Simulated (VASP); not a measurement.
Set up this calculation in VASP 6.6.1, as the native input.

| Quantity | Value |
| --- | --- |
| Task | single point |
| Functional | PBEsol |
| Potentials or basis | VASP PAW PBE potentials, release 64 (Ti_sv) |
| Cutoff | 520 eV |
| k mesh | 12 × 12 × 12 |
| Occupations | methfessel-paxton, width 0.1 eV |
| Spin | no spin polarisation |
| Dipole correction | no |
| Further INCAR settings | ALGO = Normal; EDIFF = 1e-07; NBANDS = 12 |

The structure of Ti lies in POSCAR:

```
Ti
1.0
   -1.5960182638      1.5960182638      1.5960182638
    1.5960182638     -1.5960182638      1.5960182638
    1.5960182638      1.5960182638     -1.5960182638
Ti
1
Direct
    0.0000000000      0.0000000000      0.0000000000
```

The input as run:

INCAR

```
SYSTEM = Ti
PREC = Accurate ; ENCUT = 520
EDIFF = 1E-7 ; ISMEAR = 1
SIGMA = 0.1 ; LREAL = .FALSE.
LASPH = .TRUE. ; NELM = 100
ALGO = Normal ; ISIF = 2
LWAVE = .FALSE. ; LCHARG = .TRUE.
GGA = PS ; LELF = .TRUE.
LVHAR = .TRUE. ; NBANDS = 12
```

KPOINTS

```
Automatic mesh
0
G
  12 12 12
  0 0 0
```

Potentials or basis: VASP PAW PBE potentials, release 64 (Ti_sv).

Launch:

```bash
$ cat potpaw_PBE.64/Ti_sv/POTCAR > POTCAR
$ mpirun -np 1 vasp_std > vasp.out
```

Results of the run:

```yaml
Pressure: 1.5 GPa
Band_gap_on_the_k_mesh: zero (band 6 reaches 9.70 eV, above the bottom of band 7 at 8.02 eV)
```

Caveat: the PAW data sets were made with another functional, which shifts forces and pressure a little.

It took 13 s on 1 thread of Intel Xeon 6975P-C, on a shared host, peak memory 0.15 GiB.
